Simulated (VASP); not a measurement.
Here is a VASP 6.6.1 calculation.

Contents of INCAR:

```
PREC = Accurate
ENCUT = 520
EDIFF = 1E-6
ISMEAR = -1
SIGMA = 0.1
LREAL = False
LASPH = True
NELM = 60
ALGO = Normal
ISIF = 2
LWAVE = False
LCHARG = True
GGA = RE
LELF = True
LVHAR = True
NBANDS = 24
```

File KPOINTS:

```
regular mesh
0
Gamma
  9 9 13
```

Contents of POSCAR:

```
Cu
1.0
    4.1617684997      0.0000000000      0.0000000000
   -2.0808842499      3.6041972454      0.0000000000
    0.0000000000      0.0000000000      2.5001421832
Cu
3
Direct
    0.0000000000      1.0000000000      1.0000000000
    0.3333333333      0.6666666667      0.5000000000
    0.6666666667      0.3333333333      0.5000000000
```

Potentials or basis: VASP PAW PBE potentials, release 64 (Cu).

Command:

```console
$ cat potpaw_PBE.64/Cu/POTCAR > POTCAR
$ mpirun -np 1 vasp_std > vasp.out
```

(1) Estimate the pressure.

Answers

(1) 0.6 GPa.

Caveat: the PAW data sets were made with another functional, which shifts forces and pressure a little.
